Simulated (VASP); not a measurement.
Set up this calculation in VASP 6.6.1, as the native input.

```yaml
Task: relaxation of cell and atoms
Functional: revPBE
Potentials_or_basis: VASP PAW PBE potentials, release 64 (Fe, O)
Cutoff: 600 eV
k_mesh: 8 × 8 × 8
Occupations: fermi-dirac, width 0.05 eV
Spin: collinear spin, ferromagnetic start
Starting_moments: "[3.0, 0.0] μB"
Dipole_correction: no
Further_INCAR_settings: ALGO = Normal; EDIFF = 1e-07; IBRION = 2; EDIFFG = -0.02; NSW = 80; ISIF = 3
```

The structure of FeO (Wuestite) lies in POSCAR:

```
FeO
1.0
    0.0000000000      2.1554000000      2.1554000000
    2.1554000000      0.0000000000      2.1554000000
    2.1554000000      2.1554000000      0.0000000000
Fe O
1 1
Direct
    0.0000000000      0.0000000000      0.0000000000
    0.5000000000      0.5000000000      0.5000000000
```

The input as run:

INCAR

```
ALGO = Normal ; EDIFF = 1E-7
EDIFFG = -0.02 ; ENCUT = 600
GGA = RE ; IBRION = 2
ISIF = 3 ; ISMEAR = -1
ISPIN = 2 ; LASPH = True
LCHARG = False ; LMAXMIX = 4
LORBIT = 11 ; LREAL = False
LWAVE = False ; MAGMOM = 3 0
NELM = 150 ; NSW = 80
PREC = Accurate ; SIGMA = 0.05
```

KPOINTS

```
k-points
0
Gamma
  8 8 8
```

Potentials or basis: VASP PAW PBE potentials, release 64 (Fe, O).

Run with:

```console
$ cat potpaw_PBE.64/Fe/POTCAR potpaw_PBE.64/O/POTCAR > POTCAR
$ mpirun -np 1 vasp_std > vasp.out
```

Results of the run:

```json
{"Relaxed volume": "10.22 Å³/atom", "Relaxed cell": "a = 3.070 Å, b = 3.070 Å, c = 3.070 Å, α = 60.00°, β = 60.00°, γ = 60.00°", "Space group after relaxing (to 0.05 Å)": "Fm-3m (No. 225)", "Energy gained by relaxing": "2.4 meV/atom", "Ionic steps": "3", "Pressure after relaxing": "0.0 GPa", "Band gap on the k mesh": "zero (filled and empty bands overlap)", "Net moment": "4.00 μB per cell", "Site moments": "Fe +3.63; O +0.29 μB", "Valence electrons inside the program's atomic spheres": "Fe 6.69; O 4.99"}
```

Caveat: the PAW data sets were made with another functional, which shifts forces and pressure a little; a cell with one magnetic atom can't hold antiferromagnetic order, which such compounds often take; semilocal functionals often make such compounds metallic where correlation or magnetic order opens a gap, which also shifts bond lengths.

Run time: 71 s on 1 thread of Intel Xeon 8259CL, with other jobs on the host, peak memory 0.16 GiB.
